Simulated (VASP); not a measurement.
CdS, 2 atoms in the cell. The structure is cubic, space group Fm-3m (No. 225). The conventional cell has a = 5.340 Å, b = 5.340 Å, c = 5.340 Å, α = 90.00°, β = 90.00°, γ = 90.00°. Cd (site symmetry m-3m) has 6 S at 2.67 Å within 3.5 Å. Within 3.5 Å of S (site symmetry m-3m) lie 6 Cd at 2.67 Å. 

| Quantity | Value |
| --- | --- |
| Program | VASP 6.6.1 |
| Task | single point |
| Functional | LDA |
| Potentials or basis | VASP PAW LDA potentials, release 64 (Cd, S) |
| Cutoff | 520 eV |
| k mesh | 8 × 8 × 8 |
| Occupations | fermi-dirac, width 0.05 eV |
| Spin | no spin polarisation |
| Dipole correction | no |
| Further INCAR settings | ALGO = Normal; EDIFF = 1e-06; NBANDS = 16 |

Potentials or basis: VASP PAW LDA potentials, release 64 (Cd, S).

Command:

```bash
$ cat potpaw_LDA.64/Cd/POTCAR potpaw_LDA.64/S/POTCAR > POTCAR
$ mpirun -np 1 vasp_std > vasp.out
```

Hardware: 1 thread of Intel(R) Xeon(R) Platinum 8375C CPU @ 2.90GHz (Ice Lake), on a shared host.

**Question.** How long does it take, and how much memory?

**Answer.** Run time: 22 s on 1 thread of Intel(R) Xeon(R) Platinum 8375C CPU @ 2.90GHz (Ice Lake), on a shared host, peak memory 0.14 GiB. Counts: scf iterations 12, k points 29.
